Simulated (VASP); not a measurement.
Runs of VASP 6.6.1 on V. The structure is that of space group Im-3m (No. 229), or close to it. The cells are those of the table. 

```csv
task,spin,cell,k mesh,cutoff (eV),gap on the mesh (eV),pressure (GPa),relaxed volume (Å³/atom)
single point,"collinear, ferromagnetic start","a = 2.696 Å, angles 109.5°, 1 atom",8 × 8 × 8,520,none,-22.8,-
single point,off,"a = 2.562 Å, angles 109.5°, 1 atom",20 × 20 × 20,520,none,0.3,-
single point,off,"a = 2.556 Å, angles 109.5°, 1 atom",8 × 8 × 8,520,none,0.3,-
relaxation of cell and atoms,off,"relaxed from a = 2.556 Å, angles 109.5°, 1 atom",20 × 20 × 20,600,none,0.0,(a)
relaxation of cell and atoms,off,"relaxed from a = 2.696 Å, angles 109.5°, 1 atom",8 × 8 × 8,600,none,-0.2,12.88
```

Alike in all rows: level PBEsol; potentials or basis VASP PAW PBE potentials, release 64 (V_sv); smearing gaussian 0.1 eV.

**Question.** Estimate the missing entries.

**Answer.** (a) 12.96.

Caveats: some runs use coarse meshes; the PAW data sets were made with another functional, which shifts forces and pressure a little; the cell stands under tension (at least some runs).

A gap of «none» marks levels without a gap at the run's occupations.
